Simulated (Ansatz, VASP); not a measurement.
**Sr in VASP and in Ansatz**

The input INCAR:

```
PREC = Accurate
ENCUT = 520
EDIFF = 1E-7
ISMEAR = -1
SIGMA = 0.05
LREAL = False
LASPH = True
NELM = 80
ALGO = Normal
ISIF = 2
LWAVE = False
LCHARG = False
GGA = CA
NBANDS = 17
```

KPOINTS

```
Automatic mesh
0
Gamma
  11 11 11
```

POSCAR

```
Sr
1.0
   -2.8100000000      2.8600000000      1.5250000000
    2.8100000000     -2.8600000000      1.5250000000
    2.8100000000      2.8600000000     -1.5250000000
Sr
2
Direct
    0.3900000000      0.1100000000      0.2200000000
    0.6100000000      0.8900000000      0.7800000000
```

Input for Ansatz:

```yaml
crystal:
  lattice:
    - [-2.81, 2.86, 1.525]
    - [2.81, -2.86, 1.525]
    - [2.81, 2.86, -1.525]
  atoms:
    - { symbol: Sr, position: [0.39, 0.11, 0.22] }
    - { symbol: Sr, position: [0.61, 0.89, 0.78] }
kpoints:
  mp_grid: { grid: [11, 11, 11] }
scf:
  occupations: { method: fermi_dirac, width: 0.05 }
hamiltonian:
  xc: lda
  pseudopotentials: { kind: all_electron, lapw: { basis_error: 0.001 } }
output:
  forces: true
  stress: true
  eigenvalues: true
  populations: true
```

Change from the starting cell: shortest bond scaled by 0.88, LAPW.

Alike in both runs: task single point; functional LDA; k mesh 11 × 11 × 11; occupations fermi-dirac, width 0.05 eV; no spin polarisation.

|  | VASP | Ansatz |
| --- | --- | --- |
| version | VASP 6.6.1 | Ansatz 0.2.0 |
| potentials or method | VASP PAW LDA potentials, release 64 (Sr_sv), cutoff 520 eV | all-electron LAPW, scalar-relativistic |

|  | VASP | Ansatz | Ansatz less VASP |
| --- | --- | --- | --- |
| pressure (GPa) | 23.9 | 23.3 | -0.63 |
| traceless stress, the component that is largest in VASP (GPa) | 6.63 | 6.26 | -0.374 |
| rms of the force components (eV/Å) | 1.397 | 1.346 | -0.0508 |

LDA's correlation is that of Perdew and Zunger in VASP and of Perdew and Wang (1992) in Ansatz. Atom by atom the forces differ by 0.052 eV/Å (rms over components). Ansatz ran all-electron here, and VASP with PAW potentials.
